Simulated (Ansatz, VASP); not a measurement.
Ti: VASP beside Ansatz

```
Ti
1.0
     2.90162    0.00000    0.00000
    -1.45081    2.51287    0.00000
     0.00000    0.00000    4.59081
Ti
2
Direct
  0.33333 0.66667 0.25000
  0.66667 0.33333 0.75000
```

Alike in both runs: functional PBEsol; k mesh 17 × 17 × 9; occupations fermi-dirac, width 0.08 eV; no spin polarisation.

Ansatz relaxed the structure, and its values are those at the end. VASP's run is a single point on that final structure, the one shown.

|  | VASP | Ansatz |
| --- | --- | --- |
| version | VASP 6.6.1 | Ansatz 0.2.0 |
| potentials or method | VASP PAW PBE potentials, release 64 (Ti_sv) | PAW with Ansatz's default frozen-core files, scalar-relativistic |
| plane-wave cutoff (eV) | 500 | 420 |
| valence electrons in the cell | 24 | 24 |

Ansatz gave:

- pressure (GPa): 0.0

Q: What did VASP give for the same quantities?

A: Pressure (GPa): -0.3.

VASP's potentials were made for PBE, not for PBEsol. The functional is the same, so the differences come from potentials, cutoffs and numerics.
